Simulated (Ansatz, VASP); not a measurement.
This is a calculation of Ni for VASP 6.6.1.

INCAR

```
SYSTEM = Ni
ALGO = Fast ; EDIFF = 1E-6
ENCUT = 520 ; ISIF = 2
ISMEAR = -1 ; ISPIN = 2
LASPH = .True. ; LCHARG = .False.
LMAXMIX = 4 ; LORBIT = 11
LREAL = .False. ; LWAVE = .False.
MAGMOM = 1 1 ; NBANDS = 21
NELM = 150 ; PREC = Accurate
SIGMA = 0.05
```

File KPOINTS:

```
k-points
0
Gamma
  12 12 7
  0 0 0
```

The input POSCAR:

```
Ni
1.0
    2.4315927189      0.0000000000      0.0000000000
   -1.2157963594      2.1058210663      0.0000000000
    0.0000000000      0.0000000000      4.0454724674
Ni
2
Direct
    0.6666666667      0.3333333333      0.7500000000
    0.3333333333      0.6666666667      0.2500000000
```

Potentials or basis: VASP PAW LDA potentials, release 64 (Ni).

Launch:

```sh
$ cat potpaw_LDA.64/Ni/POTCAR > POTCAR
$ mpirun -np 1 vasp_std > vasp.out
```

Translate it to Ansatz 0.2.0. Potentials there: all-electron LAPW, scalar-relativistic.

As run (the cutoff follows the program's own potentials):

input.yaml

```yaml
crystal:
  lattice:
    - [2.4315927189, 0.0, 0.0]
    - [-1.2157963594, 2.1058210663, 0.0]
    - [0.0, 0.0, 4.0454724674]
  atoms:
    - { symbol: Ni, position: [0.6666666667, 0.3333333333, 0.75], spin: 1.0 }
    - { symbol: Ni, position: [0.3333333333, 0.6666666667, 0.25], spin: 1.0 }
kpoints:
  mp_grid: { grid: [12, 12, 7] }
scf:
  occupations: { method: fermi_dirac, width: 0.05 }
hamiltonian:
  xc: lda
  pseudopotentials: { kind: all_electron, lapw: { basis_error: 0.001 } }
magnetization:
  spin_polarized: true
output:
  forces: true
  stress: true
  eigenvalues: true
```

Potentials or basis: all-electron LAPW, scalar-relativistic.

Command:

```console
$ ansatz run input.yaml --threads 2 --pin off --max-ram 6144MiB --backend cpu --events-out ev --progress --plain --runs-dir out
```

Both were run:

|  | VASP | Ansatz | Ansatz less VASP |
| --- | --- | --- | --- |
| gap on the k mesh at the Fermi level (eV) | none | none | - |
| pressure (GPa) | -6.8 | -6.8 | +0.06 |
| traceless stress, the component that is largest in VASP (GPa) | -2.24 | -2.49 | -0.246 |
| net moment per atom (μB) | 0.57 | 0.61 | +0.037 |
| size of the moment on the site where the two differ most (μB) | 0.57 | 0.63 | +0.054 |

LDA's correlation is that of Perdew and Zunger in VASP and of Perdew and Wang (1992) in Ansatz. Site moments also hang on the region over which each program counts them. A gap of «none» marks a metal or a gap that the smearing closes. Ansatz ran all-electron here, and VASP with PAW potentials.
